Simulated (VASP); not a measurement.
Input of a VASP 6.6.1 run:

File INCAR:

```
ALGO     = Normal         # electronic algorithm
EDIFF    = 1E-7           # SCF threshold, eV
EDIFFG   = -0.002         # ionic threshold
ENCUT    = 600            # plane-wave cutoff, eV
GGA      = CA             # functional
IBRION   = 2              # ionic algorithm
ISIF     = 3              # what is computed and relaxed
ISMEAR   = -1             # smearing method
LASPH    = T              # aspherical terms in the spheres
LCHARG   = F              # write CHGCAR
LREAL    = F              # projectors in reciprocal space
LWAVE    = F              # write WAVECAR
NELM     = 80             # most SCF steps
NSW      = 100            # ionic steps
PREC     = Accurate       # precision mode
PSTRESS  = 100.0        
SIGMA    = 0.1            # smearing width, eV
```

Contents of KPOINTS:

```
k-points
0
Gamma
  16 16 10
```

Contents of POSCAR:

```
Tl
1.0
    3.4107556202      0.0000000000      0.0000000000
   -1.7053778101      2.9538010132      0.0000000000
    0.0000000000      0.0000000000      5.4164194541
Tl
2
Direct
    0.3333333333      0.6666666667      0.2500000000
    0.6666666667      0.3333333333      0.7500000000
```

Potentials or basis: VASP PAW LDA potentials, release 64 (Tl_d).

Launch:

```sh
$ cat potpaw_LDA.64/Tl_d/POTCAR > POTCAR
$ mpirun -np 1 vasp_std > vasp.out
```

Question: Predict the relaxed volume.

Answer: 23.47 Å³/atom.

Question: What does it give for the space group after relaxing (to 0.1 Å)?

Answer: P6_3/mmc (No. 194).

Question: Estimate the relaxed cell.

Answer: a = 3.229 Å, b = 3.229 Å, c = 5.200 Å, α = 90.00°, β = 90.00°, γ = 120.00°.

Question: What does it give for the band gap on the k mesh?

Answer: Zero (bands 13 and 14 overlap by 7.21 eV).

Step by step:
| step | energy change (eV) | largest force (eV/Å) | pressure (GPa) | volume (Å³) |
| --- | --- | --- | --- | --- |
| 1 | 0.0000 | 0.0000 | 0.15 | 54.57 |
| 2 | 0.6532 | 0.0000 | 22.14 | 42.36 |
| 3 | 0.2006 | 0.0000 | 9.82 | 47.08 |
| 4 | 0.2095 | 0.0000 | 10.09 | 46.93 |
| 5 | 0.2097 | 0.0000 | 10.10 | 46.91 |
| 6 | 0.2108 | 0.0000 | 10.12 | 46.89 |
| 7 | 0.2026 | 0.0000 | 9.86 | 47.02 |
| 8 | 0.2070 | 0.0000 | 10.00 | 46.95 |

Caveat: the cell is relaxed towards a set pressure, so the run minimises the enthalpy, not the energy; spin-orbit coupling is left out, which moves the levels of the heavy elements. LDA usually gives volumes a few per cent too small.
